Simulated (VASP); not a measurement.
# Na (Fd-3m) in VASP: a series of runs

Runs on Na. Level: r2SCAN. Tasks: single point.

Everything below comes from runs of VASP 6.6.1. Logs are shortened: lines on timing, memory, paths and dates and some standing lists are left out, and cuts for length are marked.

## 1. The cell of the first run

It takes space group Fd-3m (No. 227, cubic). Conventional cell: a = 6.963 Å, b = 6.963 Å, c = 6.963 Å, α = 90.00°, β = 90.00°, γ = 90.00°. Na (site symmetry -43m) has 4 Na at 3.02 Å within 4.0 Å.

This isn't the form of Na at room conditions, which is bcc.

## 2. Single point, r2SCAN

POSCAR

```
Na
1.0
    0.0000000000      3.4815402320      3.4815402320
    3.4815402320      0.0000000000      3.4815402320
    3.4815402320      3.4815402320      0.0000000000
Na
2
Direct
    0.5000000000      0.5000000000      0.5000000000
    0.7500000000      0.7500000000      0.7500000000
```

INCAR.step1

```
SYSTEM = Na
PREC = Accurate ; ENCUT = 520
ISMEAR = 0 ; SIGMA = 0.1
LREAL = .False. ; LASPH = .True.
NELM = 100 ; NBANDS = 14
GGA = PE ; ALGO = Normal
EDIFF = 1E-4 ; LWAVE = .True.
LCHARG = .False.
```

INCAR.step2

```
SYSTEM = Na
PREC = Accurate ; ENCUT = 520
EDIFF = 1E-7 ; ISMEAR = 0
SIGMA = 0.1 ; LREAL = .False.
LASPH = .True. ; NELM = 100
ALGO = Normal ; ISIF = 2
LWAVE = .False. ; LCHARG = .False.
METAGGA = R2SCAN ; LMIXTAU = .True.
NBANDS = 14 ; ISTART = 1
```

KPOINTS

```
regular mesh
0
Gamma
  4 4 4
  0 0 0
```

Potentials or basis: VASP PAW PBE potentials, release 64 (Na_pv).

Run with:

```bash
> cat potpaw_PBE.64/Na_pv/POTCAR > POTCAR
> cp INCAR.step1 INCAR
> mpirun -np 1 vasp_std > vasp.out
> cp INCAR.step2 INCAR
> mpirun -np 1 vasp_std > vasp.out
```

OUTCAR:

```text
SYSTEM = Na
   PREC = Accurate
   ENCUT = 520
   EDIFF = 1E-7
   ISMEAR = 0
   LREAL = .False.
   LASPH = .True.
   NELM = 100
   ISIF = 2
   METAGGA = R2SCAN
   ISTART = 1

 ion  position               nearest neighbor table
   1  0.500  0.500  0.500-
   2  0.750  0.750  0.750-

  LATTYP: Found a face centered cubic cell.
 ALAT       =     6.9630804640

  Lattice vectors:

 A1 = (   0.0000000000,   3.4815402320,   3.4815402320)
 A2 = (   3.4815402320,   0.0000000000,   3.4815402320)
 A3 = (   3.4815402320,   3.4815402320,   0.0000000000)

Analysis of symmetry for initial positions (statically):
=====================================================================
 Subroutine PRICEL returns:
 Original cell was already a primitive cell.

 Routine SETGRP: Setting up the symmetry group for a
 face centered cubic supercell.

 Subroutine GETGRP returns: Found 48 space group operations
 (whereof 24 operations were pure point group operations)
 out of a pool of 48 trial point group operations.

The static configuration has the point symmetry T_d .
 The point group associated with its full space group is O_h .

Analysis of symmetry for dynamics (positions and initial velocities):
=====================================================================
 Subroutine PRICEL returns:
 Original cell was already a primitive cell.

 Routine SETGRP: Setting up the symmetry group for a
 face centered cubic supercell.

 Subroutine GETGRP returns: Found 48 space group operations
 (whereof 24 operations were pure point group operations)
 out of a pool of 48 trial point group operations.

The dynamic configuration has the point symmetry T_d .
 The point group associated with its full space group is O_h .

 Subroutine INISYM returns: Found 48 space group operations
 (whereof 24 operations are pure point group operations),
 and found     1 'primitive' translations

----------------------------------------------------------------------------------------

                                     Primitive cell

  volume of cell :      84.4004

  direct lattice vectors                    reciprocal lattice vectors
     0.000000000  3.481540232  3.481540232    -0.143614598  0.143614598  0.143614598
     3.481540232  0.000000000  3.481540232     0.143614598 -0.143614598  0.143614598
     3.481540232  3.481540232  0.000000000     0.143614598  0.143614598 -0.143614598

  length of vectors
     4.923641414  4.923641414  4.923641414     0.248747780  0.248747780  0.248747780

  position of ions in fractional coordinates (direct lattice)
     0.500000000  0.500000000  0.500000000
     0.750000000  0.750000000  0.750000000

  ion indices of the primitive-cell ions
   primitive index   ion index
                 1           1
                 2           2

----------------------------------------------------------------------------------------

 KPOINTS: regular mesh

Automatic generation of k-mesh.
 Grid dimensions read from file:
 generate k-points for:    4    4    4

 Generating k-lattice:

  Cartesian coordinates                     Fractional coordinates (reciprocal lattice)
    -0.035903649  0.035903649  0.035903649     0.250000000  0.000000000  0.000000000
     0.035903649 -0.035903649  0.035903649     0.000000000  0.250000000  0.000000000
     0.035903649  0.035903649 -0.035903649     0.000000000  0.000000000  0.250000000

  Length of vectors
     0.062186945  0.062186945  0.062186945

  Shift w.r.t. Gamma in fractional coordinates (k-lattice)
     0.000000000  0.000000000  0.000000000

 Subroutine IBZKPT returns following result:
 ===========================================

 Found      8 irreducible k-points:

 Following reciprocal coordinates:
            Coordinates               Weight
  0.000000  0.000000  0.000000      1.000000
  0.250000  0.000000  0.000000      8.000000
  0.500000  0.000000  0.000000      4.000000
  0.250000  0.250000  0.000000      6.000000
  0.500000  0.250000  0.000000     24.000000
 -0.250000  0.250000  0.000000     12.000000
  0.500000  0.500000  0.000000      3.000000
 -0.250000  0.500000  0.250000      6.000000
   k-points           NKPTS =      8   k-points in BZ     NKDIM =      8   number of bands    NBANDS=     14
   number of dos      NEDOS =    301   number of ions     NIONS =      2
   total plane-waves  NPLWV =  64000
   dimension x,y,z NGX =    40 NGY =   40 NGZ =   40
   dimension x,y,z NGXF=    80 NGYF=   80 NGZF=   80
   ions per type =               2
   NGX,Y,Z   is equivalent  to a cutoff of  13.51, 13.51, 13.51 a.u.
   NGXF,Y,Z  is equivalent  to a cutoff of  27.01, 27.01, 27.01 a.u.
 SYSTEM =  Na
   PREC   = accura    normal or accurate (medium, high low for compatibility)
   ISTART =      1    job   : 0-new  1-cont  2-samecut
   ICHARG =      0    charge: 1-file 2-atom 10-const
   ISPIN  =      1    spin polarized calculation?
   LNONCOLLINEAR =      F non collinear calculations
   LSORBIT =      F    spin-orbit coupling
   LASPH  =      T    aspherical Exc in radial PAW
   ENCUT  =  520.0 eV  38.22 Ry    6.18 a.u.   9.15  9.15  9.15*2*pi/ulx,y,z
   NELM   =    100;   NELMIN=  2; NELMDL=  0     # of ELM steps
   EDIFF  = 0.1E-06   stopping-criterion for ELM
   LREAL  =      F    real-space projection
   EDIFFG = 0.1E-05   stopping-criterion for IOM
   NSW    =      0    number of steps for IOM
   IBRION =     -1    ionic relax: 0-MD 1-quasi-New 2-CG
   NFREE  =      0    steps in history (QN), initial steepest desc. (CG)
   ISIF   =      2    stress and relaxation
   ISYM   =      2    0-nonsym 1-usesym 2-fastsym
   POTIM  = 0.5000    time-step for ionic-motion
   TEBEG  =    0.0;   TEEND  =   0.0 temperature during run
   PSTRESS=    0.0 pullay stress
   NELECT =      14.0000    total number of electrons
   NUPDOWN=      -1.0000    fix difference up-down
   EMIN   =  10.00;   EMAX   =-10.00  energy-range for DOS
   EFERMI =   0.00;   METHOD = LEGACY
   ISMEAR =     0;   SIGMA  =   0.10  broadening in eV -4-tet -1-fermi 0-gaus
   EFERMI_NEDOS =   21; number of points for ismear=-14 and -15
   IALGO  =     38    algorithm
   IMIX   =      4    mixing-type and parameters
     AMIX     =   0.40;   BMIX     =  1.00
     AMIX_MAG =   1.60;   BMIX_MAG =  1.00
  volume/ion in A,a.u.               =      42.20       284.78
  Fermi-wavevector in a.u.,A,eV,Ry     =   0.899503  1.699815 11.008558  0.809106
  Thomas-Fermi vector in A             =   2.022345
   LORBIT       =      0    0 simple, 1 ext, 2 COOP (PROOUT), +10 PAW based schemes
   METAGGA = R2SCAN    functional components
   LHFCALC =     F    Hartree Fock is set to
   AEXX    =    0.0000 exact exchange contribution
   IVDW    =     0    specifies the selected vdW correction
   LEPSILON=     F    determine dielectric tensor
   LRPA    =     F    only Hartree local field effects (RPA)
 non-spin polarized calculation
 Gauss-broadening in eV      SIGMA  =   0.10
  energy-cutoff  :      520.00
  volume of cell :       84.40
 maximum number of plane-waves:      2281
 NGX is ok and might be reduce to    40
   NGX = 19   NGY = 19   NGZ = 19

 number of electron      14.0000014 magnetization

 Free energy of the ion-electron system (eV)
  ---------------------------------------------------
  ext. energy  EPLUGINS =         0.00000000
  ---------------------------------------------------
  free energy    TOTEN  =        -6.34771371 eV

  energy without entropy =       -6.34440113  energy(sigma->0) =       -6.34605742

 E-fermi :   0.2177     XC(G=0):  -6.5651

 val. band max:        0.1493481069   @ k =   0.5000   0.5000   0.0000
 cond. band min:       0.7647175310   @ k =   0.5000   0.2500   0.0000
 fundamental gap:      0.6153694241
 Fermi energy:         0.2177317508

 k-point     1 :       0.0000    0.0000    0.0000
  band No.  band energies     occupation
      1     -26.6820      2.00000
      2     -26.6816      2.00000
      3     -26.6816      2.00000
      4     -26.6151      2.00000
      5     -26.6147      2.00000
      6     -26.6147      2.00000
      7      -3.2353      2.00000
      8       5.8798      0.00000
      9       5.8798      0.00000
     10       5.8801      0.00000
     11       6.1536      0.00000
     12       6.1536      0.00000
     13       6.1539      0.00000
     14       8.4651      0.00000

 k-point     2 :       0.2500    0.0000    0.0000
  band No.  band energies     occupation
      1     -26.6862      2.00000
      2     -26.6858      2.00000
      3     -26.6819      2.00000
      4     -26.6160      2.00000
      5     -26.6110      2.00000
      6     -26.6107      2.00000
      7      -2.5873      2.00000
      8       2.3699      0.00000
      9       5.0765      0.00000
     10       5.0767      0.00000
     11       6.6046      0.00000
     12       6.6047      0.00000
     13       6.6640      0.00000
     14       8.1826      0.00000

 k-point     3 :       0.5000    0.0000    0.0000
  band No.  band energies     occupation
      1     -26.6900      2.00000
      2     -26.6897      2.00000
      3     -26.6824      2.00000
      4     -26.6170      2.00000
      5     -26.6073      2.00000
      6     -26.6070      2.00000
      7      -0.7193      2.00000
      8      -0.6422      2.00000
      9       5.0945      0.00000
     10       5.0949      0.00000
     11       5.5139      0.00000
     12       5.5140      0.00000
     13       6.9470      0.00000
     14       7.0014      0.00000
[... 52 lines left out ...]
 k-point     7 :       0.5000    0.5000    0.0000
  band No.  band energies     occupation
      1     -26.6982      2.00000
      2     -26.6979      2.00000
      3     -26.6498      2.00000
      4     -26.6498      2.00000
      5     -26.5996      2.00000
      6     -26.5994      2.00000
      7       0.1493      1.66683
      8       0.1493      1.66650
      9       3.0449      0.00000
     10       3.0451      0.00000
     11       3.8027      0.00000
     12       3.8029      0.00000
     13      11.7897      0.00000
     14      11.7917      0.00000

 k-point     8 :      -0.2500    0.5000    0.2500
  band No.  band energies     occupation
      1     -26.6985      2.00000
      2     -26.6982      2.00000
      3     -26.6493      2.00000
      4     -26.6493      2.00000
      5     -26.5998      2.00000
      6     -26.5996      2.00000
      7       0.9449      0.00000
      8       0.9450      0.00000
      9       0.9922      0.00000
     10       0.9924      0.00000
     11       7.0140      0.00000
     12       7.0142      0.00000
     13       7.7031      0.00000
     14       7.7032      0.00000

------------------------ aborting loop because EDIFF is reached ----------------------------------------

  FORCE on cell =-STRESS in cart. coord.  units (eV):
  Direction    XX          YY          ZZ          XY          YZ          ZX
  --------------------------------------------------------------------------------------
  -------------------------------------------------------------------------------------
  Total        0.4740385      0.4740385      0.4740385      0.0000000      0.0000000      0.0000000
  in kB        8.9987027      8.9987027      8.9987027      0.0000000      0.0000000      0.0000000
  external PRESSURE =       8.9987027 kB  Pullay stress =       0.0000000 kB

 VOLUME and BASIS-vectors are now :
 -----------------------------------------------------------------------------
  energy-cutoff  :      520.00
  volume of cell :       84.40
      direct lattice vectors                 reciprocal lattice vectors
     0.000000000  3.481540232  3.481540232    -0.143614598  0.143614598  0.143614598
     3.481540232  0.000000000  3.481540232     0.143614598 -0.143614598  0.143614598
     3.481540232  3.481540232  0.000000000     0.143614598  0.143614598 -0.143614598

 POSITION                                       TOTAL-FORCE (eV/Angst)
 -----------------------------------------------------------------------------------
      3.48154      3.48154      3.48154         0.000000      0.000000      0.000000
      5.22231      5.22231      5.22231        -0.000000     -0.000000     -0.000000
 -----------------------------------------------------------------------------------
    total drift:                               -0.000000     -0.000000      0.000000

  FREE ENERGIE OF THE ION-ELECTRON SYSTEM (eV)
  ---------------------------------------------------
  free  energy   TOTEN  =        -6.3477137149 eV

  energy  without entropy=       -6.3444011283  energy(sigma->0) =       -6.34605742
```

It took 29 s on 1 thread of AMD EPYC 9R45 (Zen 5), shared host; peak memory 0.21 GiB.

What came out:

| Item | Value |
| --- | --- |
| Free energy | -6.3477 eV |
| Pressure | 0.9 GPa |
| Band gap on the k mesh | zero (bands 7 and 8 overlap by 1.59 eV) |

Levels at points of the mesh, in eV from the Fermi level:
| k point | band 3 | band 4 | band 5 | band 6 | band 7 | band 8 | band 9 | band 10 | band 11 | band 12 |
| --- | --- | --- | --- | --- | --- | --- | --- | --- | --- | --- |
| (0.00, 0.00, 0.00) | -26.90 | -26.83 | -26.83 | -26.83 | -3.45 | 5.66 | 5.66 | 5.66 | 5.94 | 5.94 |
| (0.50, 0.00, 0.00) | -26.90 | -26.83 | -26.83 | -26.82 | -0.94 | -0.86 | 4.88 | 4.88 | 5.30 | 5.30 |
| (0.50, 0.50, 0.00) | -26.87 | -26.87 | -26.82 | -26.82 | -0.07 | -0.07 | 2.83 | 2.83 | 3.58 | 3.59 |

Caveat: the k points lie up to 0.39 Å⁻¹ apart, too coarse for converged energies and pressures of a metal; the PAW data sets were made with another functional, which shifts forces and pressure a little.

## 3. Single point, r2SCAN

This run uses another cell than the first one, of 55.25 Å³/atom.

POSCAR

```
Na
1.0
    0.0000000000      3.8086773721      3.8086773721
    3.8086773721      0.0000000000      3.8086773721
    3.8086773721      3.8086773721      0.0000000000
Na
2
Direct
    0.5000000000      0.5000000000      0.5000000000
    0.7500000000      0.7500000000      0.7500000000
```

INCAR.step1

```
SYSTEM = Na
ALGO     = Normal         ! electronic algorithm
EDIFF    = 1E-4           ! SCF threshold, eV
ENCUT    = 520            ! plane-wave cutoff, eV
GGA      = PE             ! functional
ISMEAR   = 0              ! smearing method
LASPH    = .TRUE.         ! aspherical terms in the spheres
LCHARG   = .FALSE.        ! write CHGCAR
LREAL    = .FALSE.        ! projectors in reciprocal space
LWAVE    = .TRUE.         ! write WAVECAR
NBANDS   = 14             ! bands
NELM     = 100            ! most SCF steps
PREC     = Accurate       ! precision mode
SIGMA    = 0.1            ! smearing width, eV
```

INCAR.step2

```
SYSTEM = Na
ALGO     = Normal         ! electronic algorithm
EDIFF    = 1E-6           ! SCF threshold, eV
ENCUT    = 520            ! plane-wave cutoff, eV
ISIF     = 2              ! what is computed and relaxed
ISMEAR   = 0              ! smearing method
ISTART   = 1            
LASPH    = .TRUE.         ! aspherical terms in the spheres
LCHARG   = .TRUE.         ! write CHGCAR
LELF     = .TRUE.         ! ELF
LMIXTAU  = .TRUE.       
LREAL    = .FALSE.        ! projectors in reciprocal space
LVHAR    = .TRUE.       
LWAVE    = .FALSE.        ! write WAVECAR
METAGGA  = R2SCAN         ! meta-GGA
NBANDS   = 14             ! bands
NELM     = 100            ! most SCF steps
PREC     = Accurate       ! precision mode
SIGMA    = 0.1            ! smearing width, eV
```

KPOINTS

```
k-points
0
G
  14 14 14
  0 0 0
```

Potentials or basis: VASP PAW PBE potentials, release 64 (Na_pv).

Run with:

```bash
> cat potpaw_PBE.64/Na_pv/POTCAR > POTCAR
> cp INCAR.step1 INCAR
> mpirun -np 1 vasp_std > vasp.out
> cp INCAR.step2 INCAR
> mpirun -np 1 vasp_std > vasp.out
```

Run time: 7 min. Hardware: 1 thread of AMD EPYC 9R45 (Zen 5), shared host; peak memory 0.29 GiB.

The run converged. Its results:

- Free energy: -6.3311 eV
- Pressure: 0.0 GPa
- Band gap on the k mesh: zero (bands 7 and 8 overlap by 0.85 eV)

Levels at points of the mesh, in eV from the Fermi level:
```tsv
k point	band 3	band 4	band 5	band 6	band 7	band 8	band 9	band 10	band 11	band 12
(0.00, 0.00, 0.00)	-26.61	-26.58	-26.58	-26.58	-2.74	4.86	4.86	4.86	5.21	5.21
(0.50, 0.00, 0.00)	-26.61	-26.58	-26.58	-26.58	-0.82	-0.39	4.08	4.08	4.88	4.88
(0.50, 0.50, 0.00)	-26.60	-26.60	-26.57	-26.57	0.06	0.06	2.48	2.48	3.34	3.34
```

Caveat: the PAW data sets were made with another functional, which shifts forces and pressure a little.
